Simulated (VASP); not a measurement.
# Cr (Im-3m) in VASP: notebook, part 2 of 3

VASP 6.6.1. Earlier steps stand in the parts before.

## Step 4: Single point, revPBE, collinear spin, ferromagnetic start

This run uses another cell than the first one: it holds 1 atom, not 2.

Input file INCAR:

```
PREC = Accurate
ENCUT = 500
EDIFF = 1E-6
ISMEAR = -1
SIGMA = 0.1
LREAL = F
LASPH = T
NELM = 200
ALGO = Normal
ISIF = 2
LWAVE = F
LCHARG = F
ISPIN = 2
MAGMOM = 1.5
LORBIT = 11
LMAXMIX = 4
GGA = RE
NBANDS = 16
GGA_COMPAT = F
```

Input file KPOINTS:

```
Automatic mesh
0
Gamma
  8 8 8
```

Input file POSCAR:

```
Cr
1.0
   -1.4310873701      1.4310873701      1.4310873701
    1.4310873701     -1.4310873701      1.4310873701
    1.4310873701      1.4310873701     -1.4310873701
Cr
1
Direct
    0.0000000000      0.0000000000      0.0000000000
```

Potentials or basis: VASP PAW PBE potentials, release 64 (Cr_pv).

Run with:

```sh
> cat potpaw_PBE.64/Cr_pv/POTCAR > POTCAR
> mpirun -np 1 vasp_std > vasp.out
```

OUTCAR:

```text
PREC = Accurate
   ENCUT = 500
   EDIFF = 1E-6
   ISMEAR = -1
   LREAL = F
   LASPH = T
   NELM = 200
   ISIF = 2
   ISPIN = 2
   LORBIT = 11
   GGA = RE

 ion  position               nearest neighbor table
   1  0.000  0.000  0.000-

  LATTYP: Found a body centered cubic cell.
 ALAT       =     2.8621747402

  Lattice vectors:

 A1 = (  -1.4310873701,   1.4310873701,   1.4310873701)
 A2 = (   1.4310873701,  -1.4310873701,   1.4310873701)
 A3 = (   1.4310873701,   1.4310873701,  -1.4310873701)

Analysis of symmetry for initial positions (statically):
=====================================================================
 Subroutine PRICEL returns:
 Original cell was already a primitive cell.

 Routine SETGRP: Setting up the symmetry group for a
 body centered cubic supercell.

 Subroutine GETGRP returns: Found 48 space group operations
 (whereof 48 operations were pure point group operations)
 out of a pool of 48 trial point group operations.

The static configuration has the point symmetry O_h .

Analysis of symmetry for dynamics (positions and initial velocities):
[... 639 lines left out ...]
 spin component 2

 k-point     1 :       0.0000    0.0000    0.0000
  band No.  band energies     occupation
      1     -31.9787      1.00000
      2     -31.9787      1.00000
      3     -31.9787      1.00000
      4       3.0339      1.00000
      5       9.9341      0.99955
      6       9.9341      0.99955
[... 435 lines left out ...]
      5       8.1806      1.00000
      6      10.4394      0.93431
[... 8 lines left out ...]
     15      42.6346      0.00000
     16      42.8572      0.00000

 [... further k-points ...]

------------------------ aborting loop because EDIFF is reached ----------------------------------------

  FORCE on cell =-STRESS in cart. coord.  units (eV):
  Direction    XX          YY          ZZ          XY          YZ          ZX
  --------------------------------------------------------------------------------------
  -------------------------------------------------------------------------------------
  Total       -0.0536127     -0.0536127     -0.0536127      0.0000000      0.0000000      0.0000000
  in kB       -7.3268927     -7.3268927     -7.3268927      0.0000000      0.0000000      0.0000000
  external PRESSURE =      -7.3268927 kB  Pullay stress =       0.0000000 kB

 VOLUME and BASIS-vectors are now :
 -----------------------------------------------------------------------------
  energy-cutoff  :      500.00
  volume of cell :       11.72
      direct lattice vectors                 reciprocal lattice vectors
    -1.431087370  1.431087370  1.431087370     0.000000000  0.349384678  0.349384678
     1.431087370 -1.431087370  1.431087370     0.349384678  0.000000000  0.349384678
     1.431087370  1.431087370 -1.431087370     0.349384678  0.349384678  0.000000000

 POSITION                                       TOTAL-FORCE (eV/Angst)
 -----------------------------------------------------------------------------------
      0.00000      0.00000      0.00000        -0.000000      0.000000     -0.000000
 -----------------------------------------------------------------------------------
    total drift:                                0.000000      0.000000      0.000000

  FREE ENERGIE OF THE ION-ELECTRON SYSTEM (eV)
  ---------------------------------------------------
  free  energy   TOTEN  =        -9.1068301418 eV

  energy  without entropy=       -9.0862843292  energy(sigma->0) =       -9.09655724

 total charge

# of ion       s       p       d       tot
------------------------------------------
    1        0.447   6.403   4.179  11.029

 magnetization (x)

# of ion       s       p       d       tot
------------------------------------------
    1       -0.000   0.000   0.000   0.000
```

Wall time 7 s (1 thread of Intel Xeon 6975P-C (Granite Rapids), shared host); peak memory 0.12 GiB.

What came out:

```
Free energy                                           : -9.1068 eV
Pressure                                              : -0.7 GPa
Band gap on the k mesh                                : zero (filled and empty bands overlap)
Net moment                                            : 0.00 μB per cell
Valence electrons inside the program's atomic spheres : Cr 11.03
```

Caveat: the k points lie up to 0.39 Å⁻¹ apart; the starting moments collapsed, and a magnetic state may lie lower; the PAW data sets were made with another functional, which shifts forces and pressure a little.

## Step 5: Single point, revPBE, collinear spin, ferromagnetic start

This run uses another cell than the first one: it holds 1 atom, not 2.

Input file INCAR:

```
PREC = Accurate
ENCUT = 520
EDIFF = 1E-6
ISMEAR = -1
SIGMA = 0.05
LREAL = F
LASPH = T
NELM = 150
ALGO = Normal
ISIF = 2
LWAVE = F
LCHARG = T
ISPIN = 2
MAGMOM = 1.5
LORBIT = 11
LMAXMIX = 4
GGA = RE
LELF = T
LVHAR = T
NBANDS = 16
```

Input file KPOINTS:

```
Automatic mesh
0
Gamma
  25 25 25
```

Input file POSCAR:

```
Cr
1.0
   -1.4310873709      1.4310873709      1.4310873709
    1.4310873709     -1.4310873709      1.4310873709
    1.4310873709      1.4310873709     -1.4310873709
Cr
1
Direct
    0.0000000000      0.0000000000      0.0000000000
```

Potentials or basis: VASP PAW PBE potentials, release 64 (Cr_pv).

Run with:

```sh
> cat potpaw_PBE.64/Cr_pv/POTCAR > POTCAR
> mpirun -np 1 vasp_std > vasp.out
```

OUTCAR:

```text
PREC = Accurate
   ENCUT = 520
   EDIFF = 1E-6
   ISMEAR = -1
   LREAL = F
   LASPH = T
   NELM = 150
   ISIF = 2
   ISPIN = 2
   LORBIT = 11
   GGA = RE

 ion  position               nearest neighbor table
   1  0.000  0.000  0.000-

  LATTYP: Found a body centered cubic cell.
 ALAT       =     2.8621747418

  Lattice vectors:

 A1 = (  -1.4310873709,   1.4310873709,   1.4310873709)
 A2 = (   1.4310873709,  -1.4310873709,   1.4310873709)
 A3 = (   1.4310873709,   1.4310873709,  -1.4310873709)

Analysis of symmetry for initial positions (statically):
=====================================================================
 Subroutine PRICEL returns:
 Original cell was already a primitive cell.

 Routine SETGRP: Setting up the symmetry group for a
 body centered cubic supercell.

 Subroutine GETGRP returns: Found 48 space group operations
 (whereof 48 operations were pure point group operations)
 out of a pool of 48 trial point group operations.

The static configuration has the point symmetry O_h .

Analysis of symmetry for dynamics (positions and initial velocities):
=====================================================================
 Subroutine PRICEL returns:
 Original cell was already a primitive cell.

 Routine SETGRP: Setting up the symmetry group for a
 body centered cubic supercell.

 Subroutine GETGRP returns: Found 48 space group operations
 (whereof 48 operations were pure point group operations)
 out of a pool of 48 trial point group operations.

The dynamic configuration has the point symmetry O_h .

Analysis of structural, dynamic, and magnetic symmetry:
=====================================================================
 Subroutine PRICEL returns:
 Original cell was already a primitive cell.

 Routine SETGRP: Setting up the symmetry group for a
 body centered cubic supercell.

 Subroutine GETGRP returns: Found 48 space group operations
 (whereof 48 operations were pure point group operations)
 out of a pool of 48 trial point group operations.

The overall configuration has the point symmetry O_h .

 Subroutine INISYM returns: Found 48 space group operations
 (whereof 48 operations are pure point group operations),
 and found     1 'primitive' translations

----------------------------------------------------------------------------------------

                                     Primitive cell

  volume of cell :      11.7235

  direct lattice vectors                    reciprocal lattice vectors
    -1.431087371  1.431087371  1.431087371     0.000000000  0.349384678  0.349384678
     1.431087371 -1.431087371  1.431087371     0.349384678  0.000000000  0.349384678
     1.431087371  1.431087371 -1.431087371     0.349384678  0.349384678  0.000000000

  length of vectors
     2.478716036  2.478716036  2.478716036     0.494104550  0.494104550  0.494104550

  position of ions in fractional coordinates (direct lattice)
     0.000000000  0.000000000  0.000000000

  ion indices of the primitive-cell ions
   primitive index   ion index
                 1           1

----------------------------------------------------------------------------------------

 KPOINTS: Automatic mesh

Automatic generation of k-mesh.
 Grid dimensions read from file:
 generate k-points for:   25   25   25

 Generating k-lattice:

[... 49 lines left out ...]
   NGX,Y,Z   is equivalent  to a cutoff of  12.07, 12.07, 12.07 a.u.
   NGXF,Y,Z  is equivalent  to a cutoff of  24.14, 24.14, 24.14 a.u.
 SYSTEM =  unknown system
   PREC   = accura    normal or accurate (medium, high low for compatibility)
   ISTART =      0    job   : 0-new  1-cont  2-samecut
   ICHARG =      2    charge: 1-file 2-atom 10-const
   ISPIN  =      2    spin polarized calculation?
   LNONCOLLINEAR =      F non collinear calculations
   LSORBIT =      F    spin-orbit coupling
   LASPH  =      T    aspherical Exc in radial PAW
   ENCUT  =  520.0 eV  38.22 Ry    6.18 a.u.   4.61  4.61  4.61*2*pi/ulx,y,z
   NELM   =    150;   NELMIN=  2; NELMDL= -5     # of ELM steps
   EDIFF  = 0.1E-05   stopping-criterion for ELM
   LREAL  =      F    real-space projection
   EDIFFG = 0.1E-04   stopping-criterion for IOM
   NSW    =      0    number of steps for IOM
   IBRION =     -1    ionic relax: 0-MD 1-quasi-New 2-CG
   NFREE  =      0    steps in history (QN), initial steepest desc. (CG)
   ISIF   =      2    stress and relaxation
   ISYM   =      2    0-nonsym 1-usesym 2-fastsym
   POTIM  = 0.5000    time-step for ionic-motion
   TEBEG  =    0.0;   TEEND  =   0.0 temperature during run
   PSTRESS=    0.0 pullay stress
   NELECT =      12.0000    total number of electrons
   NUPDOWN=      -1.0000    fix difference up-down
   EMIN   =  10.00;   EMAX   =-10.00  energy-range for DOS
   EFERMI =   0.00;   METHOD = LEGACY
   ISMEAR =    -1;   SIGMA  =   0.05  broadening in eV -4-tet -1-fermi 0-gaus
   EFERMI_NEDOS =   21; number of points for ismear=-14 and -15
   IALGO  =     38    algorithm
   IMIX   =      4    mixing-type and parameters
     AMIX     =   0.40;   BMIX     =  1.00
     AMIX_MAG =   1.60;   BMIX_MAG =  1.00
  volume/ion in A,a.u.               =      11.72        79.11
  Fermi-wavevector in a.u.,A,eV,Ry     =   1.649868  3.117798 37.035918  2.722063
  Thomas-Fermi vector in A             =   2.738914
   LORBIT       =     11    0 simple, 1 ext, 2 COOP (PROOUT), +10 PAW based schemes
   GGA     = RE    functional components
   LHFCALC =     F    Hartree Fock is set to
   AEXX    =    0.0000 exact exchange contribution
   IVDW    =     0    specifies the selected vdW correction
   LEPSILON=     F    determine dielectric tensor
   LRPA    =     F    only Hartree local field effects (RPA)
 spin polarized calculation
  energy-cutoff  :      520.00
  volume of cell :       11.72
 maximum number of plane-waves:       329
   NGX =  9   NGY =  9   NGZ =  9

 number of electron      11.9999985 magnetization       0.0007485

 number of electron      11.9999985 magnetization      -0.0002250

 Free energy of the ion-electron system (eV)
  ---------------------------------------------------
  ext. energy  EPLUGINS =         0.00000000
  ---------------------------------------------------
  free energy    TOTEN  =        -9.10336588 eV

  energy without entropy =       -9.09662500  energy(sigma->0) =       -9.09999544

 E-fermi :  10.8646     XC(G=0): -13.5034

 val. band max:       10.8614228034   @ k =   0.4000   0.0000   0.0000
 cond. band min:      10.8706298150   @ k =  -0.1600   0.2000   0.0400
 fundamental gap:      0.0092070116
 Fermi energy:        10.8646148966

 spin component 1

 k-point     1 :       0.0000    0.0000    0.0000
  band No.  band energies     occupation
      1     -31.9550      1.00000
      2     -31.9550      1.00000
      3     -31.9550      1.00000
      4       3.0341      1.00000
      5       9.9513      1.00000
      6       9.9513      1.00000
[... 435 lines left out ...]
      5       8.4665      1.00000
      6      11.4140      0.00002
[... 8 lines left out ...]
     15      39.6057      0.00000
     16      42.3590      0.00000

 [... further k-points ...]

 spin component 2

 k-point     1 :       0.0000    0.0000    0.0000
  band No.  band energies     occupation
      1     -31.9551      1.00000
      2     -31.9551      1.00000
      3     -31.9551      1.00000
      4       3.0340      1.00000
      5       9.9511      1.00000
      6       9.9511      1.00000
[... 435 lines left out ...]
      5       8.4663      1.00000
      6      11.4139      0.00002
[... 8 lines left out ...]
     15      39.6056      0.00000
     16      42.3589      0.00000

 [... further k-points ...]

------------------------ aborting loop because EDIFF is reached ----------------------------------------

  FORCE on cell =-STRESS in cart. coord.  units (eV):
  Direction    XX          YY          ZZ          XY          YZ          ZX
  --------------------------------------------------------------------------------------
  -------------------------------------------------------------------------------------
  Total       -0.0338042     -0.0338042     -0.0338042      0.0000000      0.0000000     -0.0000000
  in kB       -4.6198024     -4.6198024     -4.6198024      0.0000000      0.0000000     -0.0000000
  external PRESSURE =      -4.6198024 kB  Pullay stress =       0.0000000 kB

 VOLUME and BASIS-vectors are now :
 -----------------------------------------------------------------------------
  energy-cutoff  :      520.00
  volume of cell :       11.72
      direct lattice vectors                 reciprocal lattice vectors
    -1.431087371  1.431087371  1.431087371     0.000000000  0.349384678  0.349384678
     1.431087371 -1.431087371  1.431087371     0.349384678  0.000000000  0.349384678
     1.431087371  1.431087371 -1.431087371     0.349384678  0.349384678  0.000000000

 POSITION                                       TOTAL-FORCE (eV/Angst)
 -----------------------------------------------------------------------------------
      0.00000      0.00000      0.00000         0.000000     -0.000000      0.000000
 -----------------------------------------------------------------------------------
    total drift:                                0.000000      0.000000      0.000000

  FREE ENERGIE OF THE ION-ELECTRON SYSTEM (eV)
  ---------------------------------------------------
  free  energy   TOTEN  =        -9.1033658806 eV

  energy  without entropy=       -9.0966250017  energy(sigma->0) =       -9.09999544

 total charge

# of ion       s       p       d       tot
------------------------------------------
    1        0.446   6.397   4.188  11.031

 magnetization (x)

# of ion       s       p       d       tot
------------------------------------------
    1        0.000  -0.000  -0.000  -0.000
```

Run time: 4.2 min. Hardware: 1 thread of Intel Xeon 8259CL, shared host; peak memory 0.23 GiB.

What came out:

```yaml
Free_energy: -9.1034 eV
Pressure: -0.5 GPa
Band_gap_on_the_k_mesh: zero (filled and empty bands overlap)
Net_moment: 0.00 μB per cell
Valence_electrons_inside_the_program's_atomic_spheres: Cr 11.03
```

Levels at points of the mesh, in eV from the Fermi level:
Spin up:
| k point | band 2 | band 3 | band 4 | band 5 | band 6 | band 7 | band 8 | band 9 | band 10 | band 11 |
| --- | --- | --- | --- | --- | --- | --- | --- | --- | --- | --- |
| (0.00, 0.00, 0.00) | -42.82 | -42.82 | -7.83 | -0.91 | -0.91 | -0.91 | 1.11 | 1.11 | 7.11 | 22.15 |
Spin down:
| k point | band 2 | band 3 | band 4 | band 5 | band 6 | band 7 | band 8 | band 9 | band 10 | band 11 |
| --- | --- | --- | --- | --- | --- | --- | --- | --- | --- | --- |
| (0.00, 0.00, 0.00) | -42.82 | -42.82 | -7.83 | -0.91 | -0.91 | -0.91 | 1.11 | 1.11 | 7.11 | 22.15 |

Caveat: the starting moments collapsed, and a magnetic state may lie lower; the PAW data sets were made with another functional, which shifts forces and pressure a little.

(Part 2 of 3 ends here.)
